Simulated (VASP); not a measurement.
A run of VASP 6.6.1 is set up as follows.

File INCAR:

```
SYSTEM = CaSe
ALGO = Normal
EDIFF = 1E-6
ENCUT = 520
ISIF = 2
ISMEAR = 0
LASPH = .TRUE.
LCHARG = .FALSE.
LREAL = .FALSE.
LWAVE = .FALSE.
NBANDS = 15
NELM = 80
PREC = Accurate
SIGMA = 0.05
```

Contents of KPOINTS:

```
k-points
0
G
  8 8 8
  0 0 0
```

POSCAR

```
CaSe
1.0
    0.0000000000      3.1054188953      3.7265026744
    3.1054188953      0.0000000000      3.7265026744
    3.1054188953      3.1054188953      0.0000000000
Ca Se
1 1
Direct
    0.0000000000      0.0000000000      0.0000000000
    0.7500000000      0.7500000000      0.7500000000
```

Potentials or basis: VASP PAW LDA potentials, release 64 (Ca_sv, Se).

Run with:

```bash
$ cat potpaw_LDA.64/Ca_sv/POTCAR potpaw_LDA.64/Se/POTCAR > POTCAR
$ mpirun -np 1 vasp_std > vasp.out
```

Q: What does it give for the pressure?

A: -3.2 GPa.

Q: Estimate the band gap on the k mesh.

A: 2.40 eV (least direct gap 2.66 eV).

Stress tensor (GPa, compression positive):
```
-2.15  0.00  0.00
 0.00 -2.15  0.00
 0.00  0.00 -5.18
```

Caveat: the cell stands under tension. A k mesh can miss the band edges.
